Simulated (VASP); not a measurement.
# AlN (P6_3mc) in VASP: notebook, part 2 of 2

VASP 6.6.1. Earlier steps stand in the parts before.

## (5) Single point, r2SCAN

This run uses another cell than the first one, of 10.45 Å³/atom, 1.064 times its volume.

POSCAR

```
AlN
1.0
    3.1130000000      0.0000000000      0.0000000000
   -1.5565000000      2.6959370000      0.0000000000
    0.0000000000      0.0000000000      4.9810000000
Al N
2 2
Direct
    0.3333333333      0.6666666667      0.0000000000
    0.6666666667      0.3333333333      0.5000000000
    0.3333333333      0.6666666667      0.3800000000
    0.6666666667      0.3333333333      0.8800000000
```

INCAR.step1

```
SYSTEM = AlN
PREC = Accurate ; ENCUT = 520
ISMEAR = 0 ; SIGMA = 0.01
LREAL = .False. ; LASPH = .True.
NELM = 60 ; NBANDS = 16
GGA = PE ; ALGO = Normal
EDIFF = 1E-4 ; LWAVE = .True.
LCHARG = .False.
```

INCAR.step2

```
SYSTEM = AlN
PREC = Accurate ; ENCUT = 520
EDIFF = 1E-6 ; ISMEAR = 0
SIGMA = 0.01 ; LREAL = .False.
LASPH = .True. ; NELM = 60
ALGO = Normal ; ISIF = 2
LWAVE = .False. ; LCHARG = .True.
METAGGA = R2SCAN ; LMIXTAU = .True.
LELF = .True. ; LVHAR = .True.
NBANDS = 16 ; ISTART = 1
```

KPOINTS

```
regular mesh
0
Gamma
  12 12 4
  0 0 0
```

On the command line:

```
$ cat potpaw_PBE.64/Al/POTCAR potpaw_PBE.64/N/POTCAR > POTCAR
$ cp INCAR.step1 INCAR
$ mpirun -np 1 vasp_std > vasp.out
$ cp INCAR.step2 INCAR
$ mpirun -np 1 vasp_std > vasp.out
```

Wall time 65 s (1 thread of Intel Xeon Platinum 8375C at 2.90GHz (Ice Lake), shared host); peak memory 0.18 GiB.

It converged, with:

| Item | Value |
| --- | --- |
| Free energy | -38.4544 eV |
| Pressure | -1.3 GPa |
| Largest force | 0.125 eV/Å |
| Band gap on the k mesh | 4.90 eV, direct |

Forces on the atoms (eV/Å):
```
Al   0.000  0.000 -0.125
Al   0.000  0.000 -0.125
N    0.000  0.000  0.125
N    0.000  0.000  0.125
```

Stress tensor (GPa, compression positive):
```
-1.92  0.00  0.00
 0.00 -1.92  0.00
 0.00  0.00 -0.11
```

Levels at points of the mesh, in eV from the valence-band top:
```
           k point  band 4  band 5  band 6  band 7  band 8  band 9  band 10  band 11  band 12  band 13
(0.00, 0.00, 0.00)   -0.85   -0.85   -0.19   -0.19    0.00    4.90     7.50    11.59    12.02    12.02
(0.50, 0.00, 0.00)   -4.18   -3.37   -2.11   -1.76   -0.67    6.46     6.55     9.04    11.26    11.70
(0.00, 0.00, 0.50)   -3.35   -0.53   -0.53   -0.53   -0.53    7.22     7.22    11.30    11.30    12.33
(0.50, 0.00, 0.50)   -5.62   -1.47   -1.47   -1.37   -1.37    6.00     6.00    10.16    10.16    12.91
```

Caveat: the PAW data sets were made with another functional, which shifts forces and pressure a little.

## (6) Single point, r2SCAN

This run uses another cell than the first one, of 10.66 Å³/atom, 1.085 times its volume.

POSCAR

```
AlN
1.0
    3.1336164949      0.0000000000      0.0000000000
   -1.5668082474      2.7137914077      0.0000000000
    0.0000000000      0.0000000000      5.0139877163
Al N
2 2
Direct
    0.3333333333      0.6666666667      0.0000000000
    0.6666666667      0.3333333333      0.5000000000
    0.3333333333      0.6666666667      0.3800000000
    0.6666666667      0.3333333333      0.8800000000
```

Changes to INCAR.step1 since step 5:

```diff
@@ -4,3 +4,3 @@
 LREAL = .False. ; LASPH = .True.
-NELM = 60 ; NBANDS = 16
+NELM = 100 ; NBANDS = 16
 GGA = PE ; ALGO = Normal
```

Changes to INCAR.step2 since step 5:

```diff
@@ -2,5 +2,5 @@
 PREC = Accurate ; ENCUT = 520
-EDIFF = 1E-6 ; ISMEAR = 0
+EDIFF = 1E-7 ; ISMEAR = 0
 SIGMA = 0.01 ; LREAL = .False.
-LASPH = .True. ; NELM = 60
+LASPH = .True. ; NELM = 100
 ALGO = Normal ; ISIF = 2
```

KPOINTS

```
Automatic mesh
0
Gamma
  12 12 4
  0 0 0
```

Potentials or basis: VASP PAW PBE potentials, release 64 (Al, N).

On the command line:

```
$ cat potpaw_PBE.64/Al/POTCAR potpaw_PBE.64/N/POTCAR > POTCAR
$ cp INCAR.step1 INCAR
$ mpirun -np 1 vasp_std > vasp.out
$ cp INCAR.step2 INCAR
$ mpirun -np 1 vasp_std > vasp.out
```

OUTCAR:

```text
SYSTEM = AlN
   PREC = Accurate
   ENCUT = 520
   EDIFF = 1E-7
   ISMEAR = 0
   LREAL = .False.
   LASPH = .True.
   NELM = 100
   ISIF = 2
   METAGGA = R2SCAN
   ISTART = 1

 ion  position               nearest neighbor table
   1  0.333  0.667  0.000-   3 1.91   4 1.91   4 1.91   4 1.91   2 3.09   2 3.09   2 3.09   2 3.09
                             2 3.09   2 3.09
   2  0.667  0.333  0.500-   4 1.91   3 1.91   3 1.91   3 1.91   1 3.09   1 3.09   1 3.09   1 3.09
                             1 3.09   1 3.09
   3  0.333  0.667  0.380-   1 1.91   2 1.91   2 1.91   2 1.91
   4  0.667  0.333  0.880-   2 1.91   1 1.91   1 1.91   1 1.91
[... 662 lines left out ...]
  -------------------------------------------------------------------------------------
  Total       -1.5738078     -1.5738077     -1.0605795     -0.0000000      0.0000000     -0.0000000
  in kB      -59.1366483    -59.1366447    -39.8518277     -0.0000000      0.0000000     -0.0000000
  external PRESSURE =     -52.7083736 kB  Pullay stress =       0.0000000 kB

 VOLUME and BASIS-vectors are now :
 -----------------------------------------------------------------------------
  energy-cutoff  :      520.00
  volume of cell :       42.64
      direct lattice vectors                 reciprocal lattice vectors
     3.133616495  0.000000000  0.000000000     0.319120097  0.184244080  0.000000000
    -1.566808247  2.713791408  0.000000000     0.000000000  0.368488159  0.000000000
     0.000000000  0.000000000  5.013987716     0.000000000  0.000000000  0.199442052

 POSITION                                       TOTAL-FORCE (eV/Angst)
 -----------------------------------------------------------------------------------
     -0.00000      1.80919      0.00000        -0.000000      0.000000     -0.109945
      1.56681      0.90460      2.50699         0.000000      0.000000     -0.109945
     -0.00000      1.80919      1.90532        -0.000000      0.000000      0.109945
      1.56681      0.90460      4.41231         0.000000     -0.000000      0.109945
 -----------------------------------------------------------------------------------
    total drift:                               -0.000000     -0.000000     -0.024152

  FREE ENERGIE OF THE ION-ELECTRON SYSTEM (eV)
  ---------------------------------------------------
  free  energy   TOTEN  =       -38.4379117572 eV

  energy  without entropy=      -38.4379117571  energy(sigma->0) =      -38.43791176
```

OUTCAR.step1:

```text
SYSTEM = AlN
   PREC = Accurate
   ENCUT = 520
   ISMEAR = 0
   LREAL = .False.
   LASPH = .True.
   NELM = 100
[... 689 lines left out ...]
      1.56681      0.90460      2.50699         0.000000      0.000000     -0.114104
     -0.00000      1.80919      1.90532        -0.000000     -0.000000      0.114104
      1.56681      0.90460      4.41231         0.000000      0.000000      0.114104
 -----------------------------------------------------------------------------------
    total drift:                               -0.000000     -0.000000      0.000818

  FREE ENERGIE OF THE ION-ELECTRON SYSTEM (eV)
  ---------------------------------------------------
  free  energy   TOTEN  =       -29.7792310712 eV

  energy  without entropy=      -29.7792310712  energy(sigma->0) =      -29.77923107
```

OSZICAR.step1:

```text
N       E                     dE             d eps       ncg     rms          rms(c)
DAV:   1     0.418246024337E+02    0.41825E+02   -0.72062E+03  1824   0.892E+02
DAV:   2    -0.309717218939E+02   -0.72796E+02   -0.67089E+02  2568   0.187E+02
DAV:   3    -0.344298324177E+02   -0.34581E+01   -0.34475E+01  2296   0.417E+01
DAV:   4    -0.344516234804E+02   -0.21791E-01   -0.21789E-01  2216   0.376E+00
DAV:   5    -0.344519112176E+02   -0.28774E-03   -0.28774E-03  2296   0.438E-01    0.121E+01
DAV:   6    -0.297640578387E+02    0.46879E+01   -0.10679E+01  2216   0.236E+01    0.411E+00
DAV:   7    -0.297910851419E+02   -0.27027E-01   -0.65866E-01  1952   0.571E+00    0.292E+00
DAV:   8    -0.297840055330E+02    0.70796E-02   -0.62783E-02  2080   0.231E+00    0.628E-01
DAV:   9    -0.297786778652E+02    0.53277E-02   -0.12571E-02  2400   0.828E-01    0.253E-01
DAV:  10    -0.297793194537E+02   -0.64159E-03   -0.23981E-03  1976   0.308E-01    0.138E-01
DAV:  11    -0.297792310712E+02    0.88382E-04   -0.18577E-04  1656   0.105E-01
   1 F= -.29779231E+02 E0= -.29779231E+02  d E =-.870389E-43
```

It took 74 s on 1 thread of Intel Xeon Platinum 8375C at 2.90GHz (Ice Lake), shared host; peak memory 0.18 GiB.

Results:

| Quantity | Value |
| --- | --- |
| Free energy | -38.4379 eV |
| Pressure | -5.3 GPa |
| Largest force | 0.110 eV/Å |
| Band gap on the k mesh | 4.72 eV, direct |

Forces in eV/Å, atoms in the order of the input:
```
Al   0.000  0.000 -0.110
Al   0.000  0.000 -0.110
N    0.000  0.000  0.110
N    0.000  0.000  0.110
```

Stress tensor (GPa, compression positive):
```
-5.91  0.00  0.00
 0.00 -5.91  0.00
 0.00  0.00 -3.99
```

Caveat: the PAW data sets were made with another functional, which shifts forces and pressure a little.

## (7) Overview

```tsv
cell	gap on the mesh (eV)	pressure (GPa)	largest force (eV/Å)
a = 3.049, b = 3.049, c = 4.879 Å, angles 90.0, 90.0, 120.0°, 4 atoms	5.48	13.2	0.18
a = 3.071, b = 3.071, c = 4.914 Å, angles 90.0, 90.0, 120.0°, 4 atoms	5.28	7.9	0.16
a = 3.092, b = 3.092, c = 4.948 Å, angles 90.0, 90.0, 120.0°, 4 atoms	5.09	3.1	0.14
a = 3.113, b = 3.113, c = 4.981 Å, angles 90.0, 90.0, 120.0°, 4 atoms	4.90	-1.3	0.13
a = 3.134, b = 3.134, c = 5.014 Å, angles 90.0, 90.0, 120.0°, 4 atoms	4.72	-5.3	0.11
```

Alike in all rows: task single point; level r2SCAN; potentials or basis VASP PAW PBE potentials, release 64 (Al, N); no spin polarisation; k mesh 12 × 12 × 4; cutoff (eV) 520; smearing gaussian 0.01 eV.

Caveats: the PAW data sets were made with another functional, which shifts forces and pressure a little.

Absolute energies hang on the potentials; compare differences alone.

## (8) Against experiment

Step 5. Against the measured gap of AlN, 6.034 eV (an exciton energy, a little under the gap; 10 K; quoted in “Self-assembly of well-separated AlN nanowires directly on sputtered metallic TiN films”, 2019, arxiv:1910.07391), the calculated 4.90 eV is off by -1.13 eV. 2 values of this kind are on record (6.034 to 6.0343 eV); this one was drawn at random. The value is that of r2SCAN on a finite k mesh, which can miss the band edges, without temperature or zero-point motion.
